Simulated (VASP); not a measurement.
A run of VASP 6.6.1:

The input INCAR:

```
SYSTEM = H6C2O
  PREC = Accurate
  ENCUT = 520
  EDIFF = 1E-6
  ISMEAR = -1
  SIGMA = 0.05
  LREAL = Auto
  LASPH = .True.
  NELM = 60
  ALGO = Normal
  ISIF = 2
  LWAVE = .False.
  LCHARG = .True.
  LELF = .True.
  LVHAR = .True.
  NBANDS = 64
```

The input KPOINTS:

```
regular mesh
0
Gamma
  1 1 1
  0 0 0
```

Contents of POSCAR:

```
H6C2O
1.0
    7.2936330000      0.0000000000      0.0000000000
    0.0000000000      7.2936330000      0.0000000000
    0.0000000000      0.0000000000      7.2936330000
C O H
8 4 24
Direct
    0.8707521720      0.5603355756      0.3493827139
    0.7716130618      0.6190591064      0.1780887119
    0.3326927966      0.6244913424      0.8553268773
    0.1730317590      0.5411647765      0.7568501525
    0.7074824011      0.0811740235      0.2509534142
    0.5183607300      0.1571788665      0.2279375901
    0.8160241314      0.0568735380      0.7379806886
    0.6675555655      0.1985052802      0.7547916318
    0.5872237409      0.6539448559      0.2211137457
    0.2335725158      0.3837267389      0.6593793085
    0.4262760185      0.0340191537      0.1074311233
    0.5088176376      0.1337993711      0.6689861460
    0.5406783261      0.7602555680      0.1517303931
    0.8383629719      0.7428399668      0.1201995545
    0.7821801487      0.5092661207      0.0721115049
    1.0158494755      0.5287983086      0.3198811313
    0.8652180101      0.6700981732      0.4533101149
    0.8043681283      0.4377619710      0.4087707795
    0.1423384146      0.3494940817      0.5683565463
    0.0632594389      0.5019752258      0.8549920554
    0.1127141897      0.6407781239      0.6594611920
    0.2879607743      0.7435019249      0.9372894046
    0.3973348392      0.5256278351      0.9499472380
    0.4364907512      0.6744230005      0.7573835979
    0.2979914040      0.0693668920      0.0979833283
    0.4519890842      0.1635560794      0.3651943253
    0.5220598676      0.2988990948      0.1705065145
    0.7929137171      0.1729408531      0.3350491402
    0.6976264814     -0.0533188460      0.3195769906
    0.7727152632      0.0630557971      0.1154895183
    0.4112046799      0.2273803025      0.6821728141
    0.6412180180      0.2283914204      0.9031350605
    0.7146525349      0.3299917639      0.6913879573
    0.9471900127      0.1075241090      0.7942593210
    0.7768289146     -0.0697174994      0.8117272116
    0.8372567235      0.0201725040      0.5926897022
```

Potentials or basis: VASP PAW LDA potentials, release 64 (C, O, H).

The run is started by

```bash
$ cat potpaw_LDA.64/C/POTCAR potpaw_LDA.64/O/POTCAR potpaw_LDA.64/H/POTCAR > POTCAR
$ mpirun -np 1 vasp_gam > vasp.out
```

Hardware: 1 thread of Intel(R) Xeon(R) Platinum 8259CL CPU @ 2.50GHz (Skylake/Cascade Lake), on a shared host.

Task: How long does it take, and how much memory?

Result: It took 43 s on 1 thread of Intel(R) Xeon(R) Platinum 8259CL CPU @ 2.50GHz (Skylake/Cascade Lake) (shared host), peak memory 0.28 GiB. Counts: scf iterations 18, k points 1.
